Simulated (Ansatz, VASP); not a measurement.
# Two plane-wave programs on Ge

```xyz
4
Lattice="4.0227 0.0000 0.0000 -2.0113 3.4838 0.0000 0.0000 0.0000 18.8685" Properties=species:S:1:pos:R:3 pbc="T T T"
Ge    0.0000    2.3225    5.1843
Ge    2.0113    1.1613    4.5000
Ge    2.6818    0.7742    9.6385
Ge    4.6931   -0.3871    8.9543
```

Alike in both runs: task single point; functional PBE; dispersion D3(BJ); k mesh 9 × 9 × 1; occupations gaussian, width 0.1 eV; no spin polarisation.

|  | VASP | Ansatz |
| --- | --- | --- |
| version | VASP 6.6.1 | Ansatz 0.2.0 |
| potentials or method | VASP PAW PBE potentials, release 64 (Ge_d), cutoff 520 eV | scalar-relativistic, plane waves, PAW |
| valence electrons in the cell | 56 | 56 |

|  | VASP | Ansatz | Ansatz less VASP |
| --- | --- | --- | --- |
| gap on the k mesh at the Fermi level (eV) | 0.22 | 0.22 | 0.000 |
| least direct gap on the mesh (eV) | 0.22 | 0.22 | 0.000 |
| rms of the force components (eV/Å) | 0.071 | 0.071 | +0.0001 |

Atom by atom the forces differ by 0.001 eV/Å (rms over components).
